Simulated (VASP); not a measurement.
Wanted: the native input for a VASP 6.6.1 run.

```
Task                   : single point
Functional             : PBE
Dispersion             : D3(BJ)
Potentials or basis    : VASP PAW PBE potentials, release 64 (Si, Cu)
Cutoff                 : 520 eV
k mesh                 : 2 × 2 × 2
Occupations            : gaussian, width 0.05 eV
Spin                   : collinear spin, zero start
Starting moments       : [0.0, 0.0, 0.0, 0.0, 0.0, 0.0, 0.0, 0.0, 0.0, 0.0, 0.0, 0.0, 0.0, 0.0, 0.0, 0.0, 0.0] μB
Dipole correction      : no
Further INCAR settings : ALGO = Normal; EDIFF = 1e-06; NBANDS = 56
```

The structure of CuSi16 (a cell with a defect) lies in POSCAR:

```
CuSi16
1.0
    0.0000000000      5.4300000000      5.4300000000
    5.4300000000      0.0000000000      5.4300000000
    5.4300000000      5.4300000000      0.0000000000
Si Cu
16 1
Direct
    0.0342094843     -0.0087501842     -0.0129046961
    0.1315257827      0.1293819521      0.1268618785
   -0.0050134438      0.0042917127      0.5001863720
    0.1315257827      0.1293825046      0.6118804788
   -0.0068852670      0.5026913444      0.0033036832
    0.1288552486      0.6164211786      0.1271872928
   -0.0068854512      0.5026911602      0.5005408840
    0.1085511050      0.6311724678      0.6299630755
    0.5049815838      0.0107979742      0.0053720074
    0.6582960405      0.1201982505      0.1105779926
    0.5049813996      0.0107979742      0.4784987109
    0.6220243094      0.1353790055      0.6211233886
    0.5019195212      0.4873412523      0.0051946593
    0.6199520258      0.6271220074      0.1314258748
    0.4818026703      0.5085713628      0.5046383978
    0.6199525783      0.6271220074      0.6211500000
    0.4695623389      0.8479465009      0.8410706262
```

One way to write it, as run:

INCAR

```
SYSTEM = CuSi16
PREC = Accurate ; ENCUT = 520
EDIFF = 1E-6 ; ISMEAR = 0
SIGMA = 0.05 ; LREAL = .FALSE.
LASPH = .TRUE. ; NELM = 200
ALGO = Normal ; ISIF = 2
LWAVE = .FALSE. ; LCHARG = .TRUE.
ISPIN = 2 ; MAGMOM = 0 0 0 0 0 0 0 0 0 0 0 0 0 0 0 0 0
LORBIT = 11 ; LMAXMIX = 4
GGA = PE ; IVDW = 12
LELF = .TRUE. ; LVHAR = .TRUE.
NBANDS = 56 ; GGA_COMPAT = .FALSE.
```

KPOINTS

```
regular mesh
0
G
  2 2 2
  0 0 0
```

Potentials or basis: VASP PAW PBE potentials, release 64 (Si, Cu).

Run with:

```sh
$ cat potpaw_PBE.64/Si/POTCAR potpaw_PBE.64/Cu/POTCAR > POTCAR
$ mpirun -np 1 vasp_std > vasp.out
```

It gave:

```yaml
Pressure: 1.3 GPa
Largest_force: 0.067 eV/Å
Net_moment: 0.00 μB per cell
Valence_electrons_inside_the_program's_atomic_spheres: Si 1.69, 1.70, 1.71, 1.68 (each value once); Cu 10.15
Dispersion_energy_per_atom: -0.334 eV
```

Caveat: the k points lie up to 0.50 Å⁻¹ apart; no moment was typed at the start, so none could form.

Wall time 8.1 min on 1 thread of Intel(R) Xeon(R) Platinum 8259CL CPU @ 2.50GHz (Skylake/Cascade Lake) (shared host), peak memory 0.73 GiB.
